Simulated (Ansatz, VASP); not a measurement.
## WCl: VASP beside Ansatz

```
W Cl
1.0
     1.63917    0.94637    9.01218
    -1.63917    0.94637    9.01218
     0.00000   -1.89275    9.01218
W Cl
2 2
Direct
  0.63564 0.63564 0.63564
  0.36436 0.36436 0.36436
  0.89752 0.89752 0.89752
  0.10248 0.10248 0.10248
```

Change from the starting cell: species swapped into the TePt type (R-3m, No. 166).

Alike in both runs: functional PBE; k mesh 6 × 6 × 6; occupations gaussian, width 0.2 eV; no spin polarisation.

Ansatz relaxed the structure, and its values are those at the end. VASP's run is a single point on that final structure, the one shown.

```csv
,VASP,Ansatz
version,VASP 6.6.1,Ansatz 0.2.0
potentials or method,"VASP PAW PBE potentials, release 64 (W_sv, Cl), cutoff 520 eV","scalar-relativistic, plane waves, PAW"
valence electrons in the cell,42,42
```

|  | VASP | Ansatz | Ansatz less VASP |
| --- | --- | --- | --- |
| gap on the k mesh at the Fermi level (eV) | none | none | - |
| pressure (GPa) | 0.4 | 0.3 | -0.11 |
| rms of the force components (eV/Å) | 0.029 | 0.012 | -0.0172 |

A gap of «none» marks a metal or a gap that the smearing closes.

The k mesh is coarse, so the values compare programs but aren't converged. Spin-orbit coupling is off throughout.
